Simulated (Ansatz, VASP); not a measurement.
**CdTe: VASP beside Ansatz**

```
CELL_PARAMETERS angstrom
0.00000 3.27763 3.27763
3.27763 0.00000 3.27763
3.27763 3.27763 0.00000
ATOMIC_POSITIONS crystal
Cd 0.00000 0.00000 0.00000
Te 0.25000 0.25000 0.25000
```

Alike in both runs: functional r2SCAN; k mesh 9 × 9 × 9; occupations fermi-dirac, width 0.02 eV; no spin polarisation.

Ansatz relaxed the structure, and its values are those at the end. VASP's run is a single point on that final structure, the one shown.

|  | VASP | Ansatz |
| --- | --- | --- |
| version | VASP 6.6.1 | Ansatz 0.2.0 |
| potentials or method | VASP PAW PBE potentials, release 64 (Cd, Te) | PAW with Ansatz's default frozen-core files, scalar-relativistic |
| plane-wave cutoff (eV) | 520 | 500 |
| valence electrons in the cell | 18 | 36 |

```csv
,VASP,Ansatz,Ansatz less VASP
gap on the k mesh at the Fermi level (eV),1.16,1.17,+0.008
pressure (GPa),0.1,0.0,-0.10
```

VASP's potentials were made for PBE, not for r2SCAN. The functional is the same, so the differences come from potentials, cutoffs and numerics. VASP's potentials hold 18 valence electrons a cell and Ansatz's 36, so a difference there can come from the potentials and not from the codes.

Spin-orbit coupling is off throughout.
